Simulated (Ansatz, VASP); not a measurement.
**Ge in VASP and in Ansatz**

```xyz
6
Lattice="2.8805 -2.8805 0.0000 2.8805 0.0000 -2.8805 6.3384 6.3384 6.3384" Properties=species:S:1:pos:R:3 pbc="T T T"
Ge    6.9611    1.2000    1.2000
Ge    4.0806   -1.6805    1.2000
Ge    6.9611    4.0806    4.0806
Ge    8.4014    2.6403    2.6403
Ge    8.4014   -0.2402   -0.2402
Ge    2.6403   -0.2402   -0.2402
```

Alike in both runs: task single point; functional PBE; k mesh 17 × 17 × 6; occupations gaussian, width 0.15 eV; no spin polarisation.

|  | VASP | Ansatz |
| --- | --- | --- |
| version | VASP 6.6.1 | Ansatz 0.2.0 |
| potentials or method | VASP PAW PBE potentials, release 64 (Ge_d), cutoff 520 eV | scalar-relativistic, plane waves, PAW |
| valence electrons in the cell | 84 | 84 |

```csv
,VASP,Ansatz,Ansatz less VASP
gap on the k mesh at the Fermi level (eV),none,none,-
pressure (GPa),-1.0,-1.0,+0.05
"traceless stress, the component that is largest in VASP (GPa)",-1.04,-1.04,-0.003
rms of the force components (eV/Å),0.303,0.303,-0.0006
```

Atom by atom the forces differ by 0.001 eV/Å (rms over components). A gap of «none» marks a metal or a gap that the smearing closes.
